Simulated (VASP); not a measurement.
Crystal: PtS2 (lda).

```
Pt S
1.0
     3.54320    0.00000    0.00000
    -1.77160    3.06850    0.00000
     0.00000    0.00000    5.03880
Pt S
1 2
Direct
  0.00000 0.00000 0.00000
  0.33333 0.66667 0.22700
  0.66667 0.33333 0.77300
```

| Item | Value |
| --- | --- |
| Program | VASP 6.6.1 |
| Task | relaxation of cell and atoms |
| Functional | LDA |
| Potentials or basis | VASP PAW LDA potentials, release 64 (Pt, S) |
| Cutoff | 600 eV |
| k mesh | 6 × 6 × 4 |
| Occupations | gaussian, width 0.1 eV |
| Spin | no spin polarisation |

At the start: pressure 3.6 GPa; volume 18.26 Å³/atom.

Task: How do energy, volume and symmetry change on relaxing?

Result: Over 20 steps the energy falls by 28.1 meV/atom and the volume is 16.79 Å³/atom (-8.1 %); space group P-3m1 (No. 164, to 0.05 Å).

Step by step:
```csv
step,energy change (eV),largest force (eV/Å),pressure (GPa),volume (Å³)
1,0.0000,0.8086,3.63,54.78
2,0.0390,0.4775,-7.56,58.13
3,-0.0256,0.2781,-1.14,56.03
4,-0.0373,0.1787,-0.82,55.51
5,-0.0433,0.0348,-0.37,54.78
6,-0.0485,0.0921,0.16,54.23
7,-0.0587,0.2650,1.98,52.57
8,-0.0426,0.6162,6.75,49.27
9,-0.0586,0.3782,3.21,51.76
10,-0.0593,0.3747,3.17,51.72
11,-0.0614,0.3640,3.07,51.60
12,-0.0653,0.3431,2.94,51.36
13,-0.0718,0.3041,2.65,50.87
14,-0.0791,0.2384,2.30,49.87
15,-0.0560,0.0252,2.34,47.82
16,-0.0783,0.2520,2.49,49.58
17,-0.0782,0.2346,2.42,49.41
18,-0.0815,0.1723,1.60,49.72
19,-0.0842,0.0581,0.11,50.30
20,-0.0842,0.0444,-0.08,50.37
```

Final structure:
```
CELL_PARAMETERS angstrom
3.56636 0.00000 0.00000
-1.78318 3.08856 0.00000
0.00000 0.00000 4.57270
ATOMIC_POSITIONS crystal
Pt 0.00000 0.00000 0.00000
S 0.33333 0.66667 0.25836
S 0.66667 0.33333 0.74164
```

Caveat: the relaxation stopped at a loose force limit of 0.05 eV/Å, so its end isn't a converged minimum.
